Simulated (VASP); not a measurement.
Crystal: InPd.

```
In Pd
1.0
     3.27188    0.00000    0.00000
     0.00000    3.27188    0.00000
     0.00000    0.00000    3.27188
In Pd
1 1
Cartesian
  0.0000 0.0000 0.0000
  1.6359 1.6359 1.6359
```

- Program: VASP 6.6.1
- Task: relaxation of cell and atoms
- Functional: PBEsol
- Dispersion: D3(BJ)
- Potentials or basis: VASP PAW PBE potentials, release 64 (In_d, Pd)
- Cutoff: 600 eV
- k mesh: 8 × 8 × 8
- Occupations: fermi-dirac, width 0.05 eV
- Spin: no spin polarisation

At the start: pressure -7.8 GPa; volume 17.51 Å³/atom.

**Question.** How do energy, volume and symmetry change on relaxing?

**Answer.** Over 3 steps the energy falls by 25.7 meV/atom and the volume is 16.54 Å³/atom (-5.6 %); space group Pm-3m (No. 221, to 0.1 Å) before and after.

The path:
| step | energy change (eV) | largest force (eV/Å) | pressure (GPa) | volume (Å³) |
| --- | --- | --- | --- | --- |
| 1 | 0.0000 | 0.0000 | -7.83 | 35.03 |
| 2 | 0.0308 | 0.0000 | 12.95 | 30.86 |
| 3 | -0.0515 | 0.0000 | -0.13 | 33.08 |

Final structure:
```yaml
crystal:
  lattice:
    - [3.21006, 0.00000, 0.00000]
    - [0.00000, 3.21006, 0.00000]
    - [0.00000, 0.00000, 3.21006]
  atoms:
    - { symbol: In, position: [0.00000, 0.00000, 0.00000] }
    - { symbol: Pd, position: [0.50000, 0.50000, 0.50000] }
```

Caveat: the PAW data sets were made with another functional, which shifts forces and pressure a little.
